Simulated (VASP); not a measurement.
# Mg6O5 (a cell with a defect) in VASP: a series of runs

Mg6O5 (a cell with a defect) is run at these levels: PBEsol; tasks: single point.

All numbers are computed with VASP 6.6.1; they aren't measurements. Logs are shortened: lines on timing, memory, paths and dates and some standing lists are left out, and cuts for length are marked.

## 1. The cell of the first run

The cell holds a defect, 11 atoms: a = 5.591 Å, b = 5.591 Å, c = 5.591 Å, α = 90.00°, β = 90.00°, γ = 90.00°.

## 2. Single point, PBEsol

Input file INCAR:

```
SYSTEM = Mg6O5
PREC     = Accurate       ! precision mode
ENCUT    = 520            ! plane-wave cutoff, eV
EDIFF    = 1E-6           ! SCF threshold, eV
ISMEAR   = 0              ! smearing method
SIGMA    = 0.05           ! smearing width, eV
LREAL    = .False.        ! projectors in reciprocal space
LASPH    = .True.         ! aspherical terms in the spheres
NELM     = 80             ! most SCF steps
ALGO     = Normal         ! electronic algorithm
ISIF     = 2              ! what is computed and relaxed
LWAVE    = .False.        ! write WAVECAR
LCHARG   = .True.         ! write CHGCAR
GGA      = PS             ! functional
LELF     = .True.         ! ELF
LVHAR    = .True.       
NBANDS   = 32             ! bands
```

Input file KPOINTS:

```
regular mesh
0
Gamma
  4 4 4
  0 0 0
```

Input file POSCAR:

```
Mg6O5
1.0
    5.5908553621      0.0000000000      0.0000000000
    0.0000000000      5.5908553621      0.0000000000
    0.0000000000      0.0000000000      5.5908553621
Mg O
6 5
Direct
    0.2500000000      0.0000000000      0.5000000000
    0.0000000000      0.5000000000      0.2500000000
    0.5000000000      0.7500000000      0.0000000000
    0.7500000000      0.0000000000      0.5000000000
    0.0000000000      0.5000000000      0.7500000000
    0.5000000000      0.2500000000      0.0000000000
    0.5000000000      0.0000000000      0.2500000000
    0.0000000000      0.7500000000      0.5000000000
    0.9375000000      0.4373977724      0.0000000000
    0.5000000000      0.0000000000      0.7500000000
    0.0000000000      0.2500000000      0.5000000000
```

Potentials or basis: VASP PAW PBE potentials, release 64 (Mg, O).

The run is started by

```console
$ cat potpaw_PBE.64/Mg/POTCAR potpaw_PBE.64/O/POTCAR > POTCAR
$ mpirun -np 1 vasp_std > vasp.out
```

OUTCAR:

```text
SYSTEM = Mg6O5
   PREC = Accurate
   ENCUT = 520
   EDIFF = 1E-6
   ISMEAR = 0
   LREAL = .False.
   LASPH = .True.
   NELM = 80
   ISIF = 2
   GGA = PS

 ion  position               nearest neighbor table
   1  0.250  0.000  0.500-   7 1.98   8 1.98  10 1.98  11 1.98   4 2.80   4 2.80   2 3.42   5 3.42
                             6 3.42   3 3.42   6 3.42   2 3.42   5 3.42   3 3.42
   2  0.000  0.500  0.250-   9 1.48   8 1.98  11 1.98   5 2.80   5 2.80   3 3.42   4 3.42   1 3.42
                             6 3.42   1 3.42   4 3.42   3 3.42   6 3.42
   3  0.500  0.750  0.000-   7 1.98  10 1.98   6 2.80   6 2.80   1 3.42   2 3.42   4 3.42   1 3.42
                             4 3.42   5 3.42   2 3.42   5 3.42
   4  0.750  0.000  0.500-   7 1.98   8 1.98  10 1.98  11 1.98   1 2.80   1 2.80   3 3.42   5 3.42
                             6 3.42   3 3.42   6 3.42   2 3.42   5 3.42   2 3.42
   5  0.000  0.500  0.750-   9 1.48   8 1.98  11 1.98   2 2.80   2 2.80   1 3.42   3 3.42   4 3.42
                             6 3.42   1 3.42   4 3.42   3 3.42   6 3.42
   6  0.500  0.250  0.000-   7 1.98  10 1.98   9 2.66   3 2.80   3 2.80   2 3.42   1 3.42   4 3.42
                             1 3.42   4 3.42   5 3.42   2 3.42   5 3.42
   7  0.500  0.000  0.250-   1 1.98   3 1.98   4 1.98   6 1.98
   8  0.000  0.750  0.500-   1 1.98   2 1.98   4 1.98   5 1.98
   9  0.938  0.437  0.000-   2 1.48   5 1.48   6 2.66
  10  0.500  0.000  0.750-   1 1.98   3 1.98   4 1.98   6 1.98
  11  0.000  0.250  0.500-   1 1.98   2 1.98   4 1.98   5 1.98

  LATTYP: Found a simple cubic cell.
 ALAT       =     5.5908553621

  Lattice vectors:

 A1 = (   5.5908553621,   0.0000000000,   0.0000000000)
 A2 = (   0.0000000000,   5.5908553621,   0.0000000000)
 A3 = (   0.0000000000,   0.0000000000,   5.5908553621)

Analysis of symmetry for initial positions (statically):
=====================================================================
 Subroutine PRICEL returns:
 Original cell was already a primitive cell.

 Routine SETGRP: Setting up the symmetry group for a
 simple cubic supercell.

 Subroutine GETGRP returns: Found  2 space group operations
 (whereof  2 operations were pure point group operations)
 out of a pool of 48 trial point group operations.

The static configuration has the point symmetry C_1h.

Analysis of symmetry for dynamics (positions and initial velocities):
=====================================================================
 Subroutine PRICEL returns:
 Original cell was already a primitive cell.

 Routine SETGRP: Setting up the symmetry group for a
 simple cubic supercell.

 Subroutine GETGRP returns: Found  2 space group operations
 (whereof  2 operations were pure point group operations)
 out of a pool of 48 trial point group operations.

The dynamic configuration has the point symmetry C_1h.

 Subroutine INISYM returns: Found  2 space group operations
 (whereof  2 operations are pure point group operations),
 and found     1 'primitive' translations

----------------------------------------------------------------------------------------

                                     Primitive cell

  volume of cell :     174.7571

  direct lattice vectors                    reciprocal lattice vectors
     5.590855362  0.000000000  0.000000000     0.178863508  0.000000000  0.000000000
     0.000000000  5.590855362  0.000000000     0.000000000  0.178863508  0.000000000
     0.000000000  0.000000000  5.590855362     0.000000000  0.000000000  0.178863508

  length of vectors
     5.590855362  5.590855362  5.590855362     0.178863508  0.178863508  0.178863508

  position of ions in fractional coordinates (direct lattice)
     0.250000000  0.000000000  0.500000000
     0.000000000  0.500000000  0.250000000
     0.500000000  0.750000000  0.000000000
     0.750000000  0.000000000  0.500000000
     0.000000000  0.500000000  0.750000000
     0.500000000  0.250000000  0.000000000
     0.500000000  0.000000000  0.250000000
     0.000000000  0.750000000  0.500000000
     0.937500000  0.437397772  0.000000000
     0.500000000  0.000000000  0.750000000
     0.000000000  0.250000000  0.500000000

  ion indices of the primitive-cell ions
   primitive index   ion index
                 1           1
                 2           2
                 3           3
                 4           4
                 5           5
                 6           6
                 7           7
                 8           8
                 9           9
                10          10
                11          11

----------------------------------------------------------------------------------------

 KPOINTS: regular mesh

Automatic generation of k-mesh.
 Grid dimensions read from file:
 generate k-points for:    4    4    4

 Generating k-lattice:

  Cartesian coordinates                     Fractional coordinates (reciprocal lattice)
     0.044715877  0.000000000  0.000000000     0.250000000  0.000000000  0.000000000
     0.000000000  0.044715877  0.000000000     0.000000000  0.250000000  0.000000000
     0.000000000  0.000000000  0.044715877     0.000000000  0.000000000  0.250000000

  Length of vectors
     0.044715877  0.044715877  0.044715877

  Shift w.r.t. Gamma in fractional coordinates (k-lattice)
     0.000000000  0.000000000  0.000000000

 Subroutine IBZKPT returns following result:
 ===========================================

 Found     30 irreducible k-points:

 Following reciprocal coordinates:
            Coordinates               Weight
  0.000000  0.000000  0.000000      1.000000
  0.250000  0.000000  0.000000      2.000000
  0.000000  0.250000  0.000000      2.000000
  0.000000  0.000000  0.250000      2.000000
  0.500000  0.000000  0.000000      1.000000
  0.000000  0.500000  0.000000      1.000000
[... 16 lines left out ...]
  0.500000  0.250000  0.250000      4.000000
  0.250000  0.500000  0.250000      4.000000
 [... further k-points ...]
   k-points           NKPTS =     30   k-points in BZ     NKDIM =     30   number of bands    NBANDS=     32
   number of dos      NEDOS =    301   number of ions     NIONS =     11
   total plane-waves  NPLWV =  74088
   dimension x,y,z NGX =    42 NGY =   42 NGZ =   42
   dimension x,y,z NGXF=    84 NGYF=   84 NGZF=   84
   ions per type =               6   5
   NGX,Y,Z   is equivalent  to a cutoff of  12.49, 12.49, 12.49 a.u.
   NGXF,Y,Z  is equivalent  to a cutoff of  24.98, 24.98, 24.98 a.u.
 SYSTEM =  Mg6O5
   PREC   = accura    normal or accurate (medium, high low for compatibility)
   ISTART =      0    job   : 0-new  1-cont  2-samecut
   ICHARG =      2    charge: 1-file 2-atom 10-const
   ISPIN  =      1    spin polarized calculation?
   LNONCOLLINEAR =      F non collinear calculations
   LSORBIT =      F    spin-orbit coupling
   LASPH  =      T    aspherical Exc in radial PAW
   ENCUT  =  520.0 eV  38.22 Ry    6.18 a.u.  10.40 10.40 10.40*2*pi/ulx,y,z
   NELM   =     80;   NELMIN=  2; NELMDL= -5     # of ELM steps
   EDIFF  = 0.1E-05   stopping-criterion for ELM
   LREAL  =      F    real-space projection
   EDIFFG = 0.1E-04   stopping-criterion for IOM
   NSW    =      0    number of steps for IOM
   IBRION =     -1    ionic relax: 0-MD 1-quasi-New 2-CG
   NFREE  =      0    steps in history (QN), initial steepest desc. (CG)
   ISIF   =      2    stress and relaxation
   ISYM   =      2    0-nonsym 1-usesym 2-fastsym
   POTIM  = 0.5000    time-step for ionic-motion
   TEBEG  =    0.0;   TEEND  =   0.0 temperature during run
   PSTRESS=    0.0 pullay stress
   NELECT =      42.0000    total number of electrons
   NUPDOWN=      -1.0000    fix difference up-down
   EMIN   =  10.00;   EMAX   =-10.00  energy-range for DOS
   EFERMI =   0.00;   METHOD = LEGACY
   ISMEAR =     0;   SIGMA  =   0.05  broadening in eV -4-tet -1-fermi 0-gaus
   EFERMI_NEDOS =   21; number of points for ismear=-14 and -15
   IALGO  =     38    algorithm
   IMIX   =      4    mixing-type and parameters
     AMIX     =   0.40;   BMIX     =  1.00
     AMIX_MAG =   1.60;   BMIX_MAG =  1.00
  volume/ion in A,a.u.               =      15.89       107.21
  Fermi-wavevector in a.u.,A,eV,Ry     =   1.017840  1.923439 14.095622  1.035999
  Thomas-Fermi vector in A             =   2.151264
   LORBIT       =      0    0 simple, 1 ext, 2 COOP (PROOUT), +10 PAW based schemes
   GGA     = PS    functional components
   LHFCALC =     F    Hartree Fock is set to
   AEXX    =    0.0000 exact exchange contribution
   IVDW    =     0    specifies the selected vdW correction
   LEPSILON=     F    determine dielectric tensor
   LRPA    =     F    only Hartree local field effects (RPA)
 non-spin polarized calculation
 Gauss-broadening in eV      SIGMA  =   0.05
  energy-cutoff  :      520.00
  volume of cell :      174.76
 maximum number of plane-waves:      4729
 NGX is ok and might be reduce to    42
   NGX = 21   NGY = 21   NGZ = 21

 number of electron      41.9999972 magnetization

 Free energy of the ion-electron system (eV)
  ---------------------------------------------------
  ext. energy  EPLUGINS =         0.00000000
  ---------------------------------------------------
  free energy    TOTEN  =       -55.09461931 eV

  energy without entropy =      -55.09461927  energy(sigma->0) =      -55.09461929

 E-fermi :   2.4906     XC(G=0):  -8.5683

 val. band max:        2.3324523544   @ k =   0.5000   0.5000   0.5000
 cond. band min:       2.6486551013   @ k =   0.0000   0.0000   0.5000
 fundamental gap:      0.3162027469
 Fermi energy:         2.4905513087

 k-point     1 :       0.0000    0.0000    0.0000
  band No.  band energies     occupation
      1     -16.4124      2.00000
      2     -16.1118      2.00000
      3     -15.7427      2.00000
      4     -15.6942      2.00000
      5     -15.3483      2.00000
      6      -3.7618      2.00000
[... 24 lines left out ...]
     31       8.8444      0.00000
     32       9.0361      0.00000

 k-point     2 :       0.2500    0.0000    0.0000
  band No.  band energies     occupation
      1     -16.3722      2.00000
      2     -16.1510      2.00000
      3     -15.7436      2.00000
      4     -15.6938      2.00000
      5     -15.3490      2.00000
      6      -3.7607      2.00000
[... 24 lines left out ...]
     31       8.8934      0.00000
     32       9.0051      0.00000

 k-point     3 :       0.0000    0.2500    0.0000
  band No.  band energies     occupation
      1     -16.3773      2.00000
      2     -16.1017      2.00000
      3     -15.7526      2.00000
      4     -15.6938      2.00000
      5     -15.3971      2.00000
      6      -3.7205      2.00000
[... 24 lines left out ...]
     31       9.5253      0.00000
     32       9.6496      0.00000

 k-point     4 :       0.0000    0.0000    0.2500
  band No.  band energies     occupation
      1     -16.3331      2.00000
      2     -16.0552      2.00000
      3     -15.8378      2.00000
      4     -15.7481      2.00000
      5     -15.3549      2.00000
      6      -3.5341      2.00000
[... 654 lines left out ...]
     31       9.6664      0.00000
     32       9.7744      0.00000

 k-point    23 :       0.5000    0.2500    0.2500
  band No.  band energies     occupation
      1     -16.2193      2.00000
      2     -16.1047      2.00000
      3     -15.8070      2.00000
      4     -15.7887      2.00000
      5     -15.4234      2.00000
      6      -3.3851      2.00000
[... 24 lines left out ...]
     31       9.0180      0.00000
     32       9.8685      0.00000

 k-point    24 :       0.2500    0.5000    0.2500
  band No.  band energies     occupation
      1     -16.2397      2.00000
      2     -16.0288      2.00000
      3     -15.8256      2.00000
      4     -15.7696      2.00000
      5     -15.4924      2.00000
      6      -3.3452      2.00000
[... 24 lines left out ...]
     31       9.2767      0.00000
     32      10.1482      0.00000

 [... further k-points ...]

------------------------ aborting loop because EDIFF is reached ----------------------------------------

  FORCE on cell =-STRESS in cart. coord.  units (eV):
  Direction    XX          YY          ZZ          XY          YZ          ZX
  --------------------------------------------------------------------------------------
  -------------------------------------------------------------------------------------
  Total        1.4751818      4.0833311     43.9590173      2.4911273      0.0000000      0.0000000
  in kB       13.5245046     37.4360838    403.0173902     22.8387188      0.0000000      0.0000000
  external PRESSURE =     151.3259929 kB  Pullay stress =       0.0000000 kB

 VOLUME and BASIS-vectors are now :
 -----------------------------------------------------------------------------
  energy-cutoff  :      520.00
  volume of cell :      174.76
      direct lattice vectors                 reciprocal lattice vectors
     5.590855362  0.000000000  0.000000000     0.178863508  0.000000000  0.000000000
     0.000000000  5.590855362  0.000000000     0.000000000  0.178863508  0.000000000
     0.000000000  0.000000000  5.590855362     0.000000000  0.000000000  0.178863508

 POSITION                                       TOTAL-FORCE (eV/Angst)
 -----------------------------------------------------------------------------------
      1.39771      0.00000      2.79543        -0.152510      0.132844     -0.000000
      0.00000      2.79543      1.39771         4.079578      3.209589     15.461795
      2.79543      4.19314      0.00000        -0.119146      0.630591     -0.000000
      4.19314      0.00000      2.79543         0.178942      0.225950     -0.000000
      0.00000      2.79543      4.19314         4.079578      3.209589    -15.461795
      2.79543      1.39771      0.00000         0.531507     -0.352071     -0.000000
      2.79543      0.00000      1.39771         0.100188     -0.025611     -0.203175
      0.00000      4.19314      2.79543        -0.122315      0.083947     -0.000000
      5.24143      2.44543      0.00000        -8.768426     -7.002265     -0.000000
      2.79543      0.00000      4.19314         0.100188     -0.025611      0.203175
      0.00000      1.39771      2.79543         0.092416     -0.086951     -0.000000
 -----------------------------------------------------------------------------------
    total drift:                               -0.000294     -0.000339     -0.000002

  FREE ENERGIE OF THE ION-ELECTRON SYSTEM (eV)
  ---------------------------------------------------
  free  energy   TOTEN  =       -55.0946193106 eV

  energy  without entropy=      -55.0946192705  energy(sigma->0) =      -55.09461929
```

It took 2.3 min on 1 thread of Intel Xeon Platinum 8488C (Sapphire Rapids), shared host; peak memory 0.32 GiB.

Results:

| Quantity | Value |
| --- | --- |
| Free energy | -55.0946 eV |
| Pressure | 15.1 GPa |
| Largest force | 16.310 eV/Å |
| Band gap on the k mesh | 0.32 eV |

Forces on the atoms (eV/Å):
```
Mg   -0.153   0.133   0.000
Mg    4.080   3.210  15.462
Mg   -0.119   0.631   0.000
Mg    0.179   0.226   0.000
Mg    4.080   3.210 -15.462
Mg    0.532  -0.352   0.000
O     0.100  -0.026  -0.203
O    -0.122   0.084   0.000
O    -8.768  -7.002   0.000
O     0.100  -0.026   0.203
O     0.092  -0.087   0.000
```

Caveat: the cell differs from its parent crystal (atoms taken out, atom 9 moved 0.375 of the way to it and -0.350 Å across, host rigid); the PAW data sets were made with another functional, which shifts forces and pressure a little.

[end of part 1 of 2]
